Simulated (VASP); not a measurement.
# Re2Au: single point with PBE

Crystal: Re2Au.

```
Re Au
1.0
    -1.64370    1.64370    4.44078
     1.64370   -1.64370    4.44078
     1.64370    1.64370   -4.44078
Re Au
2 1
Direct
  0.68100 0.68100 0.00000
  0.31900 0.31900 0.00000
  0.00000 0.00000 0.00000
```

- Program: VASP 6.6.1
- Task: single point
- Functional: PBE
- Potentials or basis: VASP PAW PBE potentials, release 64 (Re, Au)
- Cutoff: 520 eV
- k mesh: 8 × 8 × 8
- Occupations: gaussian, width 0.1 eV
- Spin: no spin polarisation
- Dipole correction: no
- Further INCAR settings: ALGO = Normal; EDIFF = 1e-07; NBANDS = 20

```
Pressure      : -0.7 GPa
Largest force : 0.100 eV/Å
```

Forces in eV/Å, atoms in the order of the input:
```
Re   0.000  0.000  0.100
Re   0.000  0.000 -0.100
Au   0.000  0.000  0.000
```

Stress tensor (GPa, compression positive):
```
-0.88  0.00  0.00
 0.00 -0.88  0.00
 0.00  0.00 -0.48
```

Levels at points of the mesh, in eV from the Fermi level:
```tsv
k point	band 10	band 11	band 12	band 13	band 14	band 15
(0.00, 0.00, 0.00)	-1.68	-1.13	-1.13	-0.91	-0.91	0.76
(0.50, 0.00, 0.00)	-2.35	-1.48	-0.47	0.75	0.95	1.68
(0.50, 0.50, 0.00)	-2.74	-0.71	-0.12	0.64	1.11	1.17
(0.50, 0.50, 0.50)	-1.73	-1.73	-0.62	-0.11	1.42	1.56
```

Wall time 58 s on 1 thread of Intel(R) Xeon(R) 6975P-C (Granite Rapids), with other jobs on the host, peak memory 0.26 GiB.

Caveat: spin-orbit coupling is left out, which moves the levels of the heavy elements.
